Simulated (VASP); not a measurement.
Write the native input for VASP 6.6.1 that does the following.

| Quantity | Value |
| --- | --- |
| Task | single point |
| Functional | LDA |
| Potentials or basis | VASP PAW LDA potentials, release 64 (Ca_sv, Zr_sv, F) |
| Cutoff | 600 eV |
| k mesh | 4 × 4 × 4 |
| Occupations | gaussian, width 0.01 eV |
| Spin | no spin polarisation |
| Dipole correction | no |
| Further INCAR settings | ALGO = Normal; EDIFF = 1e-06; NBANDS = 42 |

The structure of CaZrF6 lies in POSCAR:

```
CaZrF6
1.0
    0.0000000000      4.2683495000      4.2683495000
    4.2683495000      0.0000000000      4.2683495000
    4.2683495000      4.2683495000      0.0000000000
Ca Zr F
1 1 6
Direct
    0.5000000000      0.5000000000      0.5000000000
    0.0000000000      0.0000000000      0.0000000000
    0.7638120000      0.2361880000      0.2361880000
    0.2361880000      0.2361880000      0.7638120000
    0.7638120000      0.7638120000      0.2361880000
    0.2361880000      0.7638120000      0.2361880000
    0.7638120000      0.2361880000      0.7638120000
    0.2361880000      0.7638120000      0.7638120000
```

The input as run:

INCAR

```
  ALGO = Normal
  EDIFF = 1E-6
  ENCUT = 600
  GGA = CA
  GGA_COMPAT = F
  ISIF = 2
  ISMEAR = 0
  LASPH = T
  LCHARG = T
  LELF = T
  LREAL = F
  LVHAR = T
  LWAVE = F
  NBANDS = 42
  NELM = 120
  PREC = Accurate
  SIGMA = 0.01
```

KPOINTS

```
k-points
0
Gamma
  4 4 4
```

Potentials or basis: VASP PAW LDA potentials, release 64 (Ca_sv, Zr_sv, F).

Command:

```console
$ cat potpaw_LDA.64/Ca_sv/POTCAR potpaw_LDA.64/Zr_sv/POTCAR potpaw_LDA.64/F/POTCAR > POTCAR
$ mpirun -np 1 vasp_std > vasp.out
```

Results of the run:

The pressure is -3.2 GPa, the largest force is 0.141 eV/Å and the band gap on the k mesh is 6.87 eV.

Caveat: the cell stands under tension.

Run time: 54 s on 1 thread of Intel(R) Xeon(R) Platinum 8559C (Emerald Rapids), on a shared host, peak memory 0.28 GiB.
